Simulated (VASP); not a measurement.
Runs of VASP 6.6.1 on NaGaF2. The structure is that of space group P-3m1 (No. 164), or close to it. The cells are those of the table. 

```tsv
task	cell	k mesh	cutoff (eV)	smearing	gap on the mesh (eV)	pressure (GPa)	relaxed volume (Å³/atom)	largest force (eV/Å)
single point	a = 3.346, b = 3.346, c = 6.259 Å, angles 90.0, 90.0, 120.0°, 4 atoms	6 × 6 × 4	520	gaussian 0.1 eV	2.23	0.0	-	-
relaxation of cell and atoms	relaxed from a = 3.321, b = 3.321, c = 5.334 Å, angles 90.0, 90.0, 120.0°, 4 atoms	6 × 6 × 4	600	gaussian 0.1 eV	2.26	-0.1	15.13	0.03
relaxation of cell and atoms	relaxed from a = 3.346, b = 3.346, c = 6.259 Å, angles 90.0, 90.0, 120.0°, 4 atoms	12 × 12 × 6	600	gaussian 0.02 eV	2.17	0.0	15.09	0.01
single point	a = 3.321, b = 3.321, c = 5.334 Å, angles 90.0, 90.0, 120.0°, 4 atoms	6 × 6 × 4	520	gaussian 0.1 eV	none	(b)	-	(a)
single point	a = 3.342, b = 3.342, c = 6.286 Å, angles 90.0, 90.0, 120.0°, 4 atoms	12 × 12 × 6	520	gaussian 0.02 eV	2.20	-0.2	-	0.01
```

Alike in all rows: level PBE; potentials or basis VASP PAW PBE potentials, release 64 (Na_pv, Ga_d, F); no spin polarisation.

Q: Estimate the missing entries.

A: (a) 2.74; (b) 33.5.

Caveats: some runs use coarse meshes; the volume moved by over 15 % at a fixed basis, so the end points are rough (some runs); forces of over 1 eV/Å act on the atoms, so gaps and moduli don't describe the material at rest (some runs).

A k mesh can miss the band edges, and the runs leave out spin-orbit coupling on Ga.

A gap of «none» marks levels without a gap at the run's occupations.
